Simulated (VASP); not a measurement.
A run of VASP 6.6.1 is set up as follows.

POSCAR

```
AlN
1.0
    0.0000000000      2.2176741356      2.1849006262
    2.2176741356      0.0000000000      2.1849006262
    2.2176741356      2.2176741356      0.0000000000
Al N
1 1
Direct
    0.0000000000      0.0000000000      0.0000000000
    0.7500000000      0.7500000000      0.7500000000
```

The input INCAR.step1:

```
SYSTEM = AlN
PREC = Accurate
ENCUT = 520
ISMEAR = 0
SIGMA = 0.05
LREAL = .FALSE.
LASPH = .TRUE.
NELM = 80
NBANDS = 11
GGA = PE
ALGO = Normal
EDIFF = 1E-4
LWAVE = .TRUE.
LCHARG = .FALSE.
```

INCAR.step2

```
SYSTEM = AlN
PREC = Accurate
ENCUT = 520
EDIFF = 1E-6
ISMEAR = 0
SIGMA = 0.05
LREAL = .FALSE.
LASPH = .TRUE.
NELM = 80
ALGO = Normal
ISIF = 2
LWAVE = .FALSE.
LCHARG = .TRUE.
METAGGA = R2SCAN
LMIXTAU = .TRUE.
LELF = .TRUE.
LVHAR = .TRUE.
NBANDS = 11
ISTART = 1
```

Contents of KPOINTS:

```
Automatic mesh
0
G
  10 10 10
  0 0 0
```

Potentials or basis: VASP PAW PBE potentials, release 64 (Al, N).

Run with:

```console
$ cat potpaw_PBE.64/Al/POTCAR potpaw_PBE.64/N/POTCAR > POTCAR
$ cp INCAR.step1 INCAR
$ mpirun -np 1 vasp_std > vasp.out
$ cp INCAR.step2 INCAR
$ mpirun -np 1 vasp_std > vasp.out
```

**Question.** Predict the band gap on the k mesh.

**Answer.** 3.83 eV, indirect (least direct gap 4.56 eV).

**Question.** Estimate the pressure.

**Answer.** -6.3 GPa.

Stress tensor (GPa, compression positive):
```
-7.04  0.00  0.00
 0.00 -7.04  0.00
 0.00  0.00 -4.92
```

Caveat: the cell differs from its parent crystal (strain +0.015 along x and y, +0.000 along z); the PAW data sets were made with another functional, which shifts forces and pressure a little. A k mesh can miss the band edges.
